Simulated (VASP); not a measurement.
# InO in VASP: notebook, part 2 of 3

VASP 6.6.1. The steps go on from the part before.

### Step 3. Single point, LDA (strain +0.025 along x and y, -0.050 along z)

Input file INCAR:

```
SYSTEM = InO
  PREC = Accurate
  ENCUT = 520
  EDIFF = 1E-6
  ISMEAR = 0
  SIGMA = 0.03
  LREAL = .FALSE.
  LASPH = .TRUE.
  NELM = 80
  ALGO = Normal
  ISIF = 2
  LWAVE = .FALSE.
  LCHARG = .FALSE.
  NBANDS = 27
```

Input file KPOINTS:

```
regular mesh
0
G
  12 12 2
  0 0 0
```

Input file POSCAR:

```
InO
1.0
    3.5399541463      0.0000000000      0.0000000000
   -1.7699770732      3.0656902189      0.0000000000
    0.0000000000      0.0000000000     15.0832450000
In O
2 2
Direct
    0.6666666667      0.3333333333      0.5900210000
    0.6666666667      0.3333333333      0.4099790000
    0.0000000000      0.0000000000      0.6398670000
    0.0000000000      0.0000000000      0.3601330000
```

Potentials or basis: VASP PAW LDA potentials, release 64 (In_d, O).

Run with:

```console
$ cat potpaw_LDA.64/In_d/POTCAR potpaw_LDA.64/O/POTCAR > POTCAR
$ mpirun -np 1 vasp_std > vasp.out
```

OUTCAR:

```text
SYSTEM = InO
   PREC = Accurate
   ENCUT = 520
   EDIFF = 1E-6
   ISMEAR = 0
   LREAL = .FALSE.
   LASPH = .TRUE.
   NELM = 80
   ISIF = 2

 ion  position               nearest neighbor table
   1  0.667  0.333  0.590-   3 2.18   3 2.18   3 2.18   2 2.72
   2  0.667  0.333  0.410-   4 2.18   4 2.18   4 2.18   1 2.72
   3  0.000  0.000  0.640-   1 2.18   1 2.18   1 2.18
   4  0.000  0.000  0.360-   2 2.18   2 2.18   2 2.18

  LATTYP: Found a hexagonal cell.
 ALAT       =     3.5399541463
 C/A-ratio  =     4.2608588633

  Lattice vectors:

 A1 = (   3.5399541463,   0.0000000000,   0.0000000000)
 A2 = (  -1.7699770732,   3.0656902189,   0.0000000000)
 A3 = (   0.0000000000,   0.0000000000,  15.0832450000)

Analysis of symmetry for initial positions (statically):
=====================================================================
 Subroutine PRICEL returns:
 Original cell was already a primitive cell.

 Routine SETGRP: Setting up the symmetry group for a
 hexagonal supercell.

 Subroutine GETGRP returns: Found 12 space group operations
 (whereof 12 operations were pure point group operations)
 out of a pool of 24 trial point group operations.
[... 167 lines left out ...]

 E-fermi :  -1.8559     XC(G=0):  -5.1428

 val. band max:       -2.0512755298   @ k =   0.2500   0.1667   0.5000
 cond. band min:      -1.7092527834   @ k =   0.0000   0.0000   0.5000
 fundamental gap:      0.3420227464
 Fermi energy:        -1.8559037704

 k-point     1 :       0.0000    0.0000    0.0000
  band No.  band energies     occupation
      1     -19.0380      2.00000
      2     -19.0062      2.00000
      3     -15.4809      2.00000
      4     -15.3997      2.00000
      5     -15.3997      2.00000
      6     -15.3239      2.00000
[... 709 lines left out ...]
     26       6.5696      0.00000
     27       7.1305      0.00000

 [... further k-points ...]

------------------------ aborting loop because EDIFF is reached ----------------------------------------

  FORCE on cell =-STRESS in cart. coord.  units (eV):
  Direction    XX          YY          ZZ          XY          YZ          ZX
  --------------------------------------------------------------------------------------
  -------------------------------------------------------------------------------------
  Total       -5.8110738     -5.8110738      0.0590657      0.0000000      0.0000000     -0.0000000
  in kB      -56.8782577    -56.8782577      0.5781295      0.0000000      0.0000000     -0.0000000
  external PRESSURE =     -37.7261287 kB  Pullay stress =       0.0000000 kB

 VOLUME and BASIS-vectors are now :
 -----------------------------------------------------------------------------
  energy-cutoff  :      520.00
  volume of cell :      163.69
      direct lattice vectors                 reciprocal lattice vectors
     3.539954146  0.000000000  0.000000000     0.282489535  0.163095409  0.000000000
    -1.769977073  3.065690219  0.000000000     0.000000000  0.326190818  0.000000000
     0.000000000  0.000000000 15.083245000     0.000000000  0.000000000  0.066298731

 POSITION                                       TOTAL-FORCE (eV/Angst)
 -----------------------------------------------------------------------------------
      1.76998      1.02190      8.89943         0.000000      0.000000      0.927137
      1.76998      1.02190      6.18381         0.000000     -0.000000     -0.927137
      0.00000      0.00000      9.65127        -0.000000      0.000000     -0.566972
      0.00000      0.00000      5.43197        -0.000000      0.000000      0.566972
 -----------------------------------------------------------------------------------
    total drift:                               -0.000000      0.000000      0.000000

  FREE ENERGIE OF THE ION-ELECTRON SYSTEM (eV)
  ---------------------------------------------------
  free  energy   TOTEN  =       -21.9130960759 eV

  energy  without entropy=      -21.9130960759  energy(sigma->0) =      -21.91309608
```

stdout:

```text
POSCAR found type information on POSCAR InO
 POSCAR found :  2 types and       4 ions
 scaLAPACK will be used
 LDA part: xc-table for (Slater(with rela. corr.)+CA(PZ))
 , standard interpolation
 POSCAR, INCAR and KPOINTS ok, starting setup
 FFT: planning ... GRIDC
 FFT: planning ... GRID_SOFT
 FFT: planning ... GRID
 WAVECAR not read
 entering main loop
```

Run time: 2.5 min. Hardware: 1 thread of Intel Xeon 6975P-C (Granite Rapids), shared host; peak memory 0.31 GiB.

Results:

| Quantity | Value |
| --- | --- |
| Free energy | -21.9131 eV |
| Largest force | 0.927 eV/Å |
| Band gap on the k mesh | 0.34 eV, indirect (least direct gap 0.89 eV) |

Forces on the atoms (eV/Å):
```
In   0.000  0.000  0.927
In   0.000  0.000 -0.927
O    0.000  0.000 -0.567
O    0.000  0.000  0.567
```

Caveat: the cell differs from its parent crystal (strain +0.025 along x and y, -0.050 along z); spin-orbit coupling is left out, which moves the levels of the heavy elements.

### Step 4. Single point, LDA (strain -0.050 along x and y, +0.050 along z)

Input file INCAR:

```
PREC = Accurate
ENCUT = 520
EDIFF = 1E-6
ISMEAR = 0
SIGMA = 0.03
LREAL = F
LASPH = T
NELM = 80
ALGO = Normal
ISIF = 2
LWAVE = F
LCHARG = F
NBANDS = 27
```

Input file KPOINTS:

```
Automatic mesh
0
Gamma
  12 12 2
```

Input file POSCAR:

```
InO
1.0
    3.2809331112      0.0000000000      0.0000000000
   -1.6404665556      2.8413714224      0.0000000000
    0.0000000000      0.0000000000     16.6709550000
In O
2 2
Direct
    0.6666666667      0.3333333333      0.5900210000
    0.6666666667      0.3333333333      0.4099790000
    0.0000000000      0.0000000000      0.6398670000
    0.0000000000      0.0000000000      0.3601330000
```

Potentials or basis: VASP PAW LDA potentials, release 64 (In_d, O).

Run with:

```console
$ cat potpaw_LDA.64/In_d/POTCAR potpaw_LDA.64/O/POTCAR > POTCAR
$ mpirun -np 1 vasp_std > vasp.out
```

OUTCAR:

```text
PREC = Accurate
   ENCUT = 520
   EDIFF = 1E-6
   ISMEAR = 0
   LREAL = F
   LASPH = T
   NELM = 80
   ISIF = 2

 ion  position               nearest neighbor table
   1  0.667  0.333  0.590-   3 2.07   3 2.07   3 2.07   2 3.00
   2  0.667  0.333  0.410-   4 2.07   4 2.07   4 2.07   1 3.00
   3  0.000  0.000  0.640-   1 2.07   1 2.07   1 2.07
   4  0.000  0.000  0.360-   2 2.07   2 2.07   2 2.07

  LATTYP: Found a hexagonal cell.
 ALAT       =     3.2809331112
 C/A-ratio  =     5.0811627165

  Lattice vectors:

 A1 = (   3.2809331112,   0.0000000000,   0.0000000000)
 A2 = (  -1.6404665556,   2.8413714224,   0.0000000000)
 A3 = (   0.0000000000,   0.0000000000,  16.6709550000)

Analysis of symmetry for initial positions (statically):
=====================================================================
 Subroutine PRICEL returns:
 Original cell was already a primitive cell.

 Routine SETGRP: Setting up the symmetry group for a
[... 168 lines left out ...]
  free energy    TOTEN  =       -22.02030882 eV

  energy without entropy =      -22.02000940  energy(sigma->0) =      -22.02015911

 E-fermi :  -1.4160     XC(G=0):  -5.1043

 val. band max:       -1.4200172059   @ k =   0.3333   0.3333   0.0000
 cond. band min:      -1.1131462068   @ k =   0.0833  -0.0000   0.5000
 fundamental gap:      0.3068709991
 Fermi energy:        -1.4160263773

 k-point     1 :       0.0000    0.0000    0.0000
  band No.  band energies     occupation
      1     -19.8766      2.00000
      2     -19.8604      2.00000
      3     -15.3778      2.00000
      4     -15.3778      2.00000
      5     -15.3513      2.00000
      6     -15.3513      2.00000
[... 709 lines left out ...]
     26       7.5075      0.00000
     27       7.6039      0.00000

 [... further k-points ...]

------------------------ aborting loop because EDIFF is reached ----------------------------------------

  FORCE on cell =-STRESS in cart. coord.  units (eV):
  Direction    XX          YY          ZZ          XY          YZ          ZX
  --------------------------------------------------------------------------------------
  -------------------------------------------------------------------------------------
  Total        2.9877265      2.9877265     -2.4294702     -0.0000000      0.0000000      0.0000000
  in kB       30.8010521     30.8010521    -25.0458798     -0.0000000      0.0000000      0.0000000
  external PRESSURE =      12.1854081 kB  Pullay stress =       0.0000000 kB

 VOLUME and BASIS-vectors are now :
 -----------------------------------------------------------------------------
  energy-cutoff  :      520.00
  volume of cell :      155.41
      direct lattice vectors                 reciprocal lattice vectors
     3.280933111  0.000000000  0.000000000     0.304791340  0.175971362  0.000000000
    -1.640466556  2.841371422  0.000000000     0.000000000  0.351942725  0.000000000
     0.000000000  0.000000000 16.670955000     0.000000000  0.000000000  0.059984566

 POSITION                                       TOTAL-FORCE (eV/Angst)
 -----------------------------------------------------------------------------------
      1.64047      0.94712      9.83621         0.000000     -0.000000     -0.925539
      1.64047      0.94712      6.83474         0.000000     -0.000000      0.925539
      0.00000      0.00000     10.66719        -0.000000      0.000000      0.089073
      0.00000      0.00000      6.00376        -0.000000      0.000000     -0.089073
 -----------------------------------------------------------------------------------
    total drift:                               -0.000001      0.000000      0.000000

  FREE ENERGIE OF THE ION-ELECTRON SYSTEM (eV)
  ---------------------------------------------------
  free  energy   TOTEN  =       -22.0203088180 eV

  energy  without entropy=      -22.0200093956  energy(sigma->0) =      -22.02015911
```

OSZICAR:

```text
N       E                     dE             d eps       ncg     rms          rms(c)
DAV:   1     0.406757516049E+03    0.40676E+03   -0.18108E+04  2052   0.146E+03
DAV:   2     0.402186477705E+02   -0.36654E+03   -0.35256E+03  2240   0.390E+02
DAV:   3    -0.227270107520E+02   -0.62946E+02   -0.61864E+02  2531   0.178E+02
[... 13 lines left out ...]
DAV:  17    -0.220202491813E+02   -0.42003E-04   -0.26347E-06  2004   0.138E-02    0.469E-03
DAV:  18    -0.220202986674E+02   -0.49486E-04   -0.23353E-06  1887   0.727E-03    0.212E-03
DAV:  19    -0.220203057118E+02   -0.70444E-05   -0.40045E-07  1843   0.808E-03    0.131E-03
DAV:  20    -0.220203082186E+02   -0.25068E-05   -0.11418E-07  1662   0.289E-03    0.425E-04
DAV:  21    -0.220203088180E+02   -0.59943E-06   -0.41167E-08  1770   0.157E-03
   1 F= -.22020309E+02 E0= -.22020159E+02  d E =-.299422E-03
```

stdout:

```text
POSCAR found type information on POSCAR InO
 POSCAR found :  2 types and       4 ions
 scaLAPACK will be used
 LDA part: xc-table for (Slater(with rela. corr.)+CA(PZ))
 , standard interpolation
 POSCAR, INCAR and KPOINTS ok, starting setup
 FFT: planning ... GRIDC
 FFT: planning ... GRID_SOFT
 FFT: planning ... GRID
 WAVECAR not read
 entering main loop
```

Wall time 2.6 min (1 thread of Intel Xeon Platinum 8259CL at 2.50GHz (Skylake/Cascade Lake), shared host); peak memory 0.29 GiB.

What came out:

| Item | Value |
| --- | --- |
| Free energy | -22.0203 eV |
| Largest force | 0.926 eV/Å |
| Band gap on the k mesh | zero (band 19 reaches -1.42 eV, above the bottom of band 20 at -1.44 eV) |

Forces in eV/Å, atoms in the order of the input:
```
In   0.000  0.000 -0.926
In   0.000  0.000  0.926
O    0.000  0.000  0.089
O    0.000  0.000 -0.089
```

Caveat: the cell differs from its parent crystal (strain -0.050 along x and y, +0.050 along z); spin-orbit coupling is left out, which moves the levels of the heavy elements.

### Step 5. Single point, LDA (strain -0.050 along x and y, -0.050 along z)

Input file INCAR:

```
ALGO = Normal ; EDIFF = 1E-6
ENCUT = 520 ; ISIF = 2
ISMEAR = 0 ; LASPH = True
LCHARG = False ; LREAL = False
LWAVE = False ; NBANDS = 27
NELM = 100 ; PREC = Accurate
SIGMA = 0.03
```

Input file KPOINTS:

```
k-points
0
Gamma
  12 12 2
```

POSCAR, as its differences from that of step 4:

```diff
@@ -4,3 +4,3 @@
    -1.6404665556      2.8413714224      0.0000000000
-    0.0000000000      0.0000000000     16.6709550000
+    0.0000000000      0.0000000000     15.0832450000
 In O
```

Run with:

```console
$ cat potpaw_LDA.64/In_d/POTCAR potpaw_LDA.64/O/POTCAR > POTCAR
$ mpirun -np 1 vasp_std > vasp.out
```

It took 2.1 min on 1 thread of Intel Xeon Platinum 8259CL at 2.50GHz (Skylake/Cascade Lake), shared host; peak memory 0.27 GiB.

The run converged. Its results:

| Item | Value |
| --- | --- |
| Free energy | -22.0342 eV |
| Largest force | 0.947 eV/Å |
| Band gap on the k mesh | 0.47 eV, indirect (least direct gap 1.54 eV) |

Forces on the atoms (eV/Å):
```
In   0.000  0.000 -0.557
In   0.000  0.000  0.557
O    0.000  0.000  0.947
O    0.000  0.000 -0.947
```

Levels at points of the mesh, in eV from the valence-band top:
| k point | band 15 | band 16 | band 17 | band 18 | band 19 | band 20 | band 21 | band 22 | band 23 | band 24 |
| --- | --- | --- | --- | --- | --- | --- | --- | --- | --- | --- |
| (0.00, 0.00, 0.00) | -1.99 | -1.99 | -1.94 | -1.94 | -1.06 | 0.47 | 3.51 | 6.19 | 6.28 | 8.35 |
| (0.50, 0.00, 0.00) | -3.18 | -3.16 | -3.01 | -2.47 | -0.36 | 2.31 | 4.92 | 5.79 | 7.41 | 8.72 |
| (0.00, 0.00, 0.50) | -1.99 | -1.99 | -1.94 | -1.94 | -1.06 | 0.47 | 3.51 | 5.95 | 6.71 | 7.60 |
| (0.50, 0.00, 0.50) | -3.18 | -3.16 | -3.01 | -2.47 | -0.36 | 2.31 | 4.92 | 5.79 | 7.41 | 8.70 |

Caveat: the cell differs from its parent crystal (strain -0.050 along x and y, -0.050 along z); spin-orbit coupling is left out, which moves the levels of the heavy elements.

(Continued in part 3 of 3.)
